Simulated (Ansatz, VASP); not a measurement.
## One calculation of Bi, two programs

```xyz
1
Lattice="-2.0223 2.0223 1.7416 2.0223 -2.0223 1.7416 2.0223 2.0223 -1.7416" Properties=species:S:1:pos:R:3 pbc="T T T"
Bi    0.0000    0.0000    0.0000
```

Alike in both runs: task single point; functional PBE; dispersion D3(BJ); k mesh 18 × 18 × 18; occupations gaussian, width 0.15 eV; no spin polarisation.

|  | VASP | Ansatz |
| --- | --- | --- |
| version | VASP 6.6.1 | Ansatz 0.2.0 |
| potentials or method | VASP PAW PBE potentials, release 64 (Bi_d), cutoff 520 eV | scalar-relativistic, plane waves, PAW |
| valence electrons in the cell | 15 | 15 |

```tsv
	VASP	Ansatz	Ansatz less VASP
gap on the k mesh at the Fermi level (eV)	none	none	-
pressure (GPa)	4.2	4.3	+0.07
traceless stress, the component that is largest in VASP (GPa)	0.96	0.97	+0.008
```

A gap of «none» marks a metal or a gap that the smearing closes.

Spin-orbit coupling is off throughout.
